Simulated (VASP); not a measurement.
Write the native input for VASP 6.6.1 that does the following.

| Quantity | Value |
| --- | --- |
| Task | relaxation of cell and atoms |
| Functional | PBE |
| Potentials or basis | VASP PAW PBE potentials, release 64 (Si, Ru_pv, N) |
| Cutoff | 600 eV |
| k mesh | 12 × 12 × 6 |
| Occupations | gaussian, width 0.1 eV |
| Spin | no spin polarisation |
| Dipole correction | no |
| Further INCAR settings | ALGO = Normal; EDIFF = 1e-06; IBRION = 2; EDIFFG = -0.01; NSW = 100; ISIF = 3 |

The structure of Si2Ru2N lies in POSCAR:

```
Si2Ru2N
1.0
    3.3453189347      0.0000000000      0.0000000000
    0.0000000000      3.3453189347      0.0000000000
    0.0000000000      0.0000000000      6.1965851354
Si Ru N
2 2 1
Direct
    0.0000000000      0.0000000000      0.2908151191
    0.0000000000      0.0000000000      0.7091848809
    0.5000000000      0.5000000000      0.2095258601
    0.5000000000      0.5000000000      0.7904741399
    0.0000000000      0.0000000000      0.0000000000
```

These files were run (other wordings do the same):

INCAR

```
SYSTEM = Si2Ru2N
ALGO = Normal
EDIFF = 1E-6
EDIFFG = -0.01
ENCUT = 600
GGA = PE
IBRION = 2
ISIF = 3
ISMEAR = 0
LASPH = .TRUE.
LCHARG = .FALSE.
LREAL = .FALSE.
LWAVE = .FALSE.
NELM = 80
NSW = 100
PREC = Accurate
SIGMA = 0.1
```

KPOINTS

```
k-points
0
G
  12 12 6
  0 0 0
```

Potentials or basis: VASP PAW PBE potentials, release 64 (Si, Ru_pv, N).

The run is started by

```bash
$ cat potpaw_PBE.64/Si/POTCAR potpaw_PBE.64/Ru_pv/POTCAR potpaw_PBE.64/N/POTCAR > POTCAR
$ mpirun -np 1 vasp_std > vasp.out
```

It gave:

The relaxed volume is 13.89 Å³/atom. The relaxed cell is a = 3.348 Å, b = 3.348 Å, c = 6.195 Å, α = 90.00°, β = 90.00°, γ = 90.00° and the space group after relaxing (to 0.05 Å) is P4/mmm (No. 123). The energy gained by relaxing is 0.1 meV/atom, the ionic steps are 4 and the pressure after relaxing is 0.0 GPa. The largest force after relaxing is 0.006 eV/Å.

Wall time 9.2 min on 1 thread of Intel Xeon 6975P-C, on a shared host, peak memory 0.36 GiB.
